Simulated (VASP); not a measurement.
# AgI (P6_3mc) in VASP: single point with PBE

Aim: the single point of AgI with PBE.

All numbers are computed with VASP 6.6.1; they aren't measurements. Logs are shortened: lines on timing, memory, paths and dates and some standing lists are left out, and cuts for length are marked.

## Step 1: The cell of the first run

The structure is hexagonal, space group P6_3mc (No. 186). The conventional cell has a = 4.651 Å, b = 4.651 Å, c = 7.599 Å, α = 90.00°, β = 90.00°, γ = 120.00°. Within 3.8 Å of Ag (site symmetry 3m) lie 4 I at 2.85 Å. I (site symmetry 3m) has 4 Ag at 2.85 Å within 3.8 Å.

## Step 2: Single point, PBE

INCAR

```
SYSTEM = AgI
ALGO = Normal
EDIFF = 1E-6
ENCUT = 500
GGA = PE
GGA_COMPAT = .False.
ISIF = 2
ISMEAR = 0
LASPH = .True.
LCHARG = .False.
LREAL = .False.
LWAVE = .False.
NBANDS = 26
NELM = 120
PREC = Accurate
SIGMA = 0.01
```

KPOINTS

```
k-points
0
Gamma
  6 6 4
  0 0 0
```

POSCAR

```
AgI
1.0
    4.6508717364      0.0000000000      0.0000000000
   -2.3254358682      4.0277730735      0.0000000000
    0.0000000000      0.0000000000      7.5992966317
Ag I
2 2
Direct
    0.3333333333      0.6666666667      0.0000048555
    0.6666666667      0.3333333333      0.5000048555
    0.3333333333      0.6666666667      0.3749951445
    0.6666666667      0.3333333333      0.8749951445
```

Potentials or basis: VASP PAW PBE potentials, release 64 (Ag, I).

Launch:

```console
$ cat potpaw_PBE.64/Ag/POTCAR potpaw_PBE.64/I/POTCAR > POTCAR
$ mpirun -np 1 vasp_std > vasp.out
```

OUTCAR:

```text
SYSTEM = AgI
   EDIFF = 1E-6
   ENCUT = 500
   GGA = PE
   ISIF = 2
   ISMEAR = 0
   LASPH = .True.
   LREAL = .False.
   NELM = 120
   PREC = Accurate

 ion  position               nearest neighbor table
   1  0.333  0.667  0.000-   4 2.85   4 2.85   4 2.85   3 2.85
   2  0.667  0.333  0.500-   3 2.85   3 2.85   3 2.85   4 2.85
   3  0.333  0.667  0.375-   2 2.85   2 2.85   2 2.85   1 2.85
   4  0.667  0.333  0.875-   1 2.85   1 2.85   1 2.85   2 2.85

  LATTYP: Found a hexagonal cell.
 ALAT       =     4.6508717364
 C/A-ratio  =     1.6339510230

  Lattice vectors:

 A1 = (   4.6508717364,   0.0000000000,   0.0000000000)
 A2 = (  -2.3254358682,   4.0277730735,   0.0000000000)
 A3 = (   0.0000000000,   0.0000000000,   7.5992966317)

Analysis of symmetry for initial positions (statically):
=====================================================================
 Subroutine PRICEL returns:
 Original cell was already a primitive cell.

 Routine SETGRP: Setting up the symmetry group for a
 hexagonal supercell.

 Subroutine GETGRP returns: Found 12 space group operations
 (whereof  6 operations were pure point group operations)
 out of a pool of 24 trial point group operations.

The static configuration has the point symmetry C_3v.
 The point group associated with its full space group is C_6v.

Analysis of symmetry for dynamics (positions and initial velocities):
=====================================================================
 Subroutine PRICEL returns:
 Original cell was already a primitive cell.

 Routine SETGRP: Setting up the symmetry group for a
 hexagonal supercell.

 Subroutine GETGRP returns: Found 12 space group operations
 (whereof  6 operations were pure point group operations)
 out of a pool of 24 trial point group operations.

The dynamic configuration has the point symmetry C_3v.
 The point group associated with its full space group is C_6v.

 Subroutine INISYM returns: Found 12 space group operations
 (whereof  6 operations are pure point group operations),
 and found     1 'primitive' translations

----------------------------------------------------------------------------------------

                                     Primitive cell

  volume of cell :     142.3550

  direct lattice vectors                    reciprocal lattice vectors
     4.650871736  0.000000000  0.000000000     0.215013455  0.124138076  0.000000000
    -2.325435868  4.027773073  0.000000000     0.000000000  0.248276152  0.000000000
     0.000000000  0.000000000  7.599296632     0.000000000  0.000000000  0.131591126

  length of vectors
     4.650871736  4.650871736  7.599296632     0.248276152  0.248276152  0.131591126

  position of ions in fractional coordinates (direct lattice)
     0.333333333  0.666666667  0.000004856
     0.666666667  0.333333333  0.500004856
     0.333333333  0.666666667  0.374995144
     0.666666667  0.333333333  0.874995144

  ion indices of the primitive-cell ions
   primitive index   ion index
                 1           1
                 2           2
                 3           3
                 4           4

----------------------------------------------------------------------------------------

 KPOINTS: k-points

Automatic generation of k-mesh.
 Grid dimensions read from file:
 generate k-points for:    6    6    4

 Generating k-lattice:

  Cartesian coordinates                     Fractional coordinates (reciprocal lattice)
     0.035835576  0.020689679  0.000000000     0.166666667  0.000000000  0.000000000
     0.000000000  0.041379359  0.000000000     0.000000000  0.166666667  0.000000000
     0.000000000  0.000000000  0.032897781     0.000000000  0.000000000  0.250000000

  Length of vectors
     0.041379359  0.041379359  0.032897781

  Shift w.r.t. Gamma in fractional coordinates (k-lattice)
     0.000000000  0.000000000  0.000000000

 Subroutine IBZKPT returns following result:
 ===========================================

 Found     21 irreducible k-points:

 Following reciprocal coordinates:
            Coordinates               Weight
  0.000000  0.000000  0.000000      1.000000
  0.166667  0.000000  0.000000      6.000000
  0.333333  0.000000  0.000000      6.000000
  0.500000  0.000000  0.000000      3.000000
  0.166667  0.166667  0.000000      6.000000
  0.333333  0.166667  0.000000     12.000000
[... 13 lines left out ...]
  0.333333  0.166667  0.500000     12.000000
  0.333333  0.333333  0.500000      2.000000
   k-points           NKPTS =     21   k-points in BZ     NKDIM =     21   number of bands    NBANDS=     26
   number of dos      NEDOS =    301   number of ions     NIONS =      4
   total plane-waves  NPLWV =  72576
   dimension x,y,z NGX =    36 NGY =   36 NGZ =   56
   dimension x,y,z NGXF=    72 NGYF=   72 NGZF=  112
   ions per type =               2   2
   NGX,Y,Z   is equivalent  to a cutoff of  12.87, 12.87, 12.25 a.u.
   NGXF,Y,Z  is equivalent  to a cutoff of  25.74, 25.74, 24.50 a.u.
 SYSTEM =  AgI
   PREC   = accura    normal or accurate (medium, high low for compatibility)
   ISTART =      0    job   : 0-new  1-cont  2-samecut
   ICHARG =      2    charge: 1-file 2-atom 10-const
   ISPIN  =      1    spin polarized calculation?
   LNONCOLLINEAR =      F non collinear calculations
   LSORBIT =      F    spin-orbit coupling
   LASPH  =      T    aspherical Exc in radial PAW
   ENCUT  =  500.0 eV  36.75 Ry    6.06 a.u.   8.48  8.48 13.86*2*pi/ulx,y,z
   NELM   =    120;   NELMIN=  2; NELMDL= -5     # of ELM steps
   EDIFF  = 0.1E-05   stopping-criterion for ELM
   LREAL  =      F    real-space projection
   EDIFFG = 0.1E-04   stopping-criterion for IOM
   NSW    =      0    number of steps for IOM
   IBRION =     -1    ionic relax: 0-MD 1-quasi-New 2-CG
   NFREE  =      0    steps in history (QN), initial steepest desc. (CG)
   ISIF   =      2    stress and relaxation
   ISYM   =      2    0-nonsym 1-usesym 2-fastsym
   POTIM  = 0.5000    time-step for ionic-motion
   TEBEG  =    0.0;   TEEND  =   0.0 temperature during run
   PSTRESS=    0.0 pullay stress
   NELECT =      36.0000    total number of electrons
   NUPDOWN=      -1.0000    fix difference up-down
   EMIN   =  10.00;   EMAX   =-10.00  energy-range for DOS
   EFERMI =   0.00;   METHOD = LEGACY
   ISMEAR =     0;   SIGMA  =   0.01  broadening in eV -4-tet -1-fermi 0-gaus
   EFERMI_NEDOS =   21; number of points for ismear=-14 and -15
   IALGO  =     38    algorithm
   IMIX   =      4    mixing-type and parameters
     AMIX     =   0.40;   BMIX     =  1.00
     AMIX_MAG =   1.60;   BMIX_MAG =  1.00
  volume/ion in A,a.u.               =      35.59       240.16
  Fermi-wavevector in a.u.,A,eV,Ry     =   1.035265  1.956367 14.582357  1.071773
  Thomas-Fermi vector in A             =   2.169600
   LORBIT       =      0    0 simple, 1 ext, 2 COOP (PROOUT), +10 PAW based schemes
   GGA     = PE    functional components
   LHFCALC =     F    Hartree Fock is set to
   AEXX    =    0.0000 exact exchange contribution
   IVDW    =     0    specifies the selected vdW correction
   LEPSILON=     F    determine dielectric tensor
   LRPA    =     F    only Hartree local field effects (RPA)
 non-spin polarized calculation
 Gauss-broadening in eV      SIGMA  =   0.01
  energy-cutoff  :      500.00
  volume of cell :      142.36
 maximum number of plane-waves:      3657
 NGX is ok and might be reduce to    36
   NGX = 17   NGY = 17   NGZ = 27

 number of electron      36.0000001 magnetization

 Free energy of the ion-electron system (eV)
  ---------------------------------------------------
  ext. energy  EPLUGINS =         0.00000000
  ---------------------------------------------------
  free energy    TOTEN  =        -9.57467909 eV

  energy without entropy =       -9.57467909  energy(sigma->0) =       -9.57467909

 E-fermi :   2.8166     XC(G=0):  -8.2491

 val. band max:        2.7107934729   @ k =   0.0000   0.0000   0.0000
 cond. band min:       4.0802811541   @ k =   0.0000   0.0000   0.0000
 fundamental gap:      1.3694876812
 Fermi energy:         2.8166022381

 k-point     1 :       0.0000    0.0000    0.0000
  band No.  band energies     occupation
      1      -9.8871      2.00000
      2      -9.6245      2.00000
      3      -1.2655      2.00000
      4      -1.2638      2.00000
      5      -1.2638      2.00000
      6      -1.1794      2.00000
[... 18 lines left out ...]
     25       9.3915      0.00000
     26       9.9817      0.00000

 k-point     2 :       0.1667    0.0000    0.0000
  band No.  band energies     occupation
      1      -9.8307      2.00000
      2      -9.5971      2.00000
      3      -1.3118      2.00000
      4      -1.2274      2.00000
      5      -1.2220      2.00000
      6      -1.1336      2.00000
[... 18 lines left out ...]
     25       9.6328      0.00000
     26       9.9009      0.00000

 k-point     3 :       0.3333    0.0000    0.0000
  band No.  band energies     occupation
      1      -9.7051      2.00000
      2      -9.5504      2.00000
      3      -1.3724      2.00000
      4      -1.2248      2.00000
      5      -1.1442      2.00000
      6      -1.0305      2.00000
[... 18 lines left out ...]
     25      10.1037      0.00000
     26      10.4697      0.00000

 k-point     4 :       0.5000    0.0000    0.0000
  band No.  band energies     occupation
      1      -9.6270      2.00000
      2      -9.5398      2.00000
      3      -1.3582      2.00000
      4      -1.2517      2.00000
      5      -1.1097      2.00000
      6      -0.9406      2.00000
[... 18 lines left out ...]
     25      10.2209      0.00000
     26      11.8364      0.00000

 k-point     5 :       0.1667    0.1667    0.0000
  band No.  band energies     occupation
      1      -9.7390      2.00000
      2      -9.5604      2.00000
      3      -1.3119      2.00000
      4      -1.2320      2.00000
      5      -1.1662      2.00000
      6      -1.0910      2.00000
[... 18 lines left out ...]
     25      10.1156      0.00000
     26      10.2664      0.00000

 k-point     6 :       0.3333    0.1667    0.0000
  band No.  band energies     occupation
      1      -9.6284      2.00000
      2      -9.5392      2.00000
      3      -1.2940      2.00000
      4      -1.1654      2.00000
      5      -1.1145      2.00000
      6      -0.9723      2.00000
[... 340 lines left out ...]
 k-point    18 :       0.5000    0.0000    0.5000
  band No.  band energies     occupation
      1      -9.5820      2.00000
      2      -9.5820      2.00000
      3      -1.4482      2.00000
      4      -1.4482      2.00000
      5      -0.9858      2.00000
      6      -0.9858      2.00000
[... 18 lines left out ...]
     25      10.1611      0.00000
     26      10.1611      0.00000

 k-point    19 :       0.1667    0.1667    0.5000
  band No.  band energies     occupation
      1      -9.6499      2.00000
      2      -9.6499      2.00000
      3      -1.3884      2.00000
      4      -1.3884      2.00000
      5      -1.1230      2.00000
      6      -1.1230      2.00000
[... 18 lines left out ...]
     25       9.8017      0.00000
     26       9.8017      0.00000

 k-point    20 :       0.3333    0.1667    0.5000
  band No.  band energies     occupation
      1      -9.5823      2.00000
      2      -9.5823      2.00000
      3      -1.3732      2.00000
      4      -1.3732      2.00000
      5      -1.0519      2.00000
      6      -1.0519      2.00000
[... 18 lines left out ...]
     25      10.1924      0.00000
     26      10.1924      0.00000

 k-point    21 :       0.3333    0.3333    0.5000
  band No.  band energies     occupation
      1      -9.5597      2.00000
      2      -9.5597      2.00000
      3      -1.2634      2.00000
      4      -1.2634      2.00000
      5      -1.1035      2.00000
      6      -1.1035      2.00000
[... 18 lines left out ...]
     25      10.9149      0.00000
     26      10.9149      0.00000

------------------------ aborting loop because EDIFF is reached ----------------------------------------

  FORCE on cell =-STRESS in cart. coord.  units (eV):
  Direction    XX          YY          ZZ          XY          YZ          ZX
  --------------------------------------------------------------------------------------
  -------------------------------------------------------------------------------------
  Total        0.5062142      0.5062142      0.5328674      0.0000000      0.0000000      0.0000000
  in kB        5.6973400      5.6973400      5.9973163      0.0000000      0.0000000      0.0000000
  external PRESSURE =       5.7973321 kB  Pullay stress =       0.0000000 kB

 VOLUME and BASIS-vectors are now :
 -----------------------------------------------------------------------------
  energy-cutoff  :      500.00
  volume of cell :      142.36
      direct lattice vectors                 reciprocal lattice vectors
     4.650871736  0.000000000  0.000000000     0.215013455  0.124138076  0.000000000
    -2.325435868  4.027773073  0.000000000     0.000000000  0.248276152  0.000000000
     0.000000000  0.000000000  7.599296632     0.000000000  0.000000000  0.131591126

 POSITION                                       TOTAL-FORCE (eV/Angst)
 -----------------------------------------------------------------------------------
     -0.00000      2.68518      0.00004        -0.000000      0.000000     -0.000515
      2.32544      1.34259      3.79969         0.000000     -0.000000     -0.000515
     -0.00000      2.68518      2.84970        -0.000000      0.000000      0.000515
      2.32544      1.34259      6.64935         0.000000     -0.000000      0.000515
 -----------------------------------------------------------------------------------
    total drift:                               -0.000000      0.000000      0.000665

  FREE ENERGIE OF THE ION-ELECTRON SYSTEM (eV)
  ---------------------------------------------------
  free  energy   TOTEN  =        -9.5746790934 eV

  energy  without entropy=       -9.5746790934  energy(sigma->0) =       -9.57467909
```

Run time: 1.9 min. Hardware: 1 thread of Intel Xeon 8259CL, shared host; peak memory 0.28 GiB.

What came out:

- Free energy: -9.5747 eV
- Pressure: 0.6 GPa
- Band gap on the k mesh: 1.37 eV

Caveat: spin-orbit coupling is left out, which moves the levels of the heavy elements.
